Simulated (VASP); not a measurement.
The system is Pt.

```xyz
1
Lattice="0.0000 1.9716 1.9716 1.9716 0.0000 1.9716 1.9716 1.9716 0.0000" Properties=species:S:1:pos:R:3 pbc="T T T"
Pt    0.0000    0.0000    0.0000
```

```yaml
Program: VASP 6.6.1
Task: relaxation of cell and atoms
Functional: LDA
Potentials_or_basis: VASP PAW LDA potentials, release 64 (Pt)
Cutoff: 600 eV
k_mesh: 8 × 8 × 8
Occupations: gaussian, width 0.1 eV
Spin: no spin polarisation
```

At the start: pressure -10.4 GPa; volume 15.33 Å³/atom.

How do energy, volume and symmetry change on relaxing?

Over 4 steps the energy falls by 18.8 meV/atom and the volume is 14.77 Å³/atom (-3.6 %); space group Fm-3m (No. 225, to 0.1 Å) before and after.

Step by step:
```tsv
step	energy change (eV)	largest force (eV/Å)	pressure (GPa)	volume (Å³)
1	0.0000	0.0000	-10.38	15.33
2	0.1774	0.0000	45.49	13.23
3	-0.0188	0.0000	-0.63	14.80
4	-0.0188	0.0000	-0.06	14.77
```

Final structure:
```cif
data_structure
_symmetry_space_group_name_H-M 'P 1'
_symmetry_Int_Tables_number 1
_cell_length_a 2.7542
_cell_length_b 2.7542
_cell_length_c 2.7542
_cell_angle_alpha 60.000
_cell_angle_beta 60.000
_cell_angle_gamma 60.000
_cell_volume 14.77
loop_
_atom_site_label
_atom_site_type_symbol
_atom_site_fract_x
_atom_site_fract_y
_atom_site_fract_z
_atom_site_occupancy
Pt1 Pt 0.00000 0.00000 0.00000 1
```
